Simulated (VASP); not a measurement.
Here is a VASP 6.6.1 calculation.

The input INCAR:

```
PREC = Accurate
ENCUT = 520
EDIFF = 1E-6
ISMEAR = 0
SIGMA = 0.05
LREAL = False
LASPH = True
NELM = 80
ALGO = Normal
ISIF = 2
LWAVE = False
LCHARG = True
GGA = PE
LELF = True
LVHAR = True
NBANDS = 18
```

File KPOINTS:

```
regular mesh
0
Gamma
  12 12 12
```

The input POSCAR:

```
HfO2
1.0
    0.0000000000      2.5575019374      2.5575019374
    2.5575019374      0.0000000000      2.5575019374
    2.5575019374      2.5575019374      0.0000000000
Hf O
1 2
Direct
    0.0000000000      0.0000000000      0.0000000000
    0.2500000000      0.2500000000      0.2500000000
    0.7500000000      0.7500000000      0.7500000000
```

Potentials or basis: VASP PAW PBE potentials, release 64 (Hf_pv, O).

The run is started by

```console
$ cat potpaw_PBE.64/Hf_pv/POTCAR potpaw_PBE.64/O/POTCAR > POTCAR
$ mpirun -np 1 vasp_std > vasp.out
```

Question: Predict the pressure.

Answer: -6.0 GPa.

Question: What does it give for the band gap on the k mesh?

Answer: 3.73 eV, direct.

Caveat: spin-orbit coupling is left out, which moves the levels of the heavy elements. A hybrid or GW would open this gap; PBE tends to underestimate it.
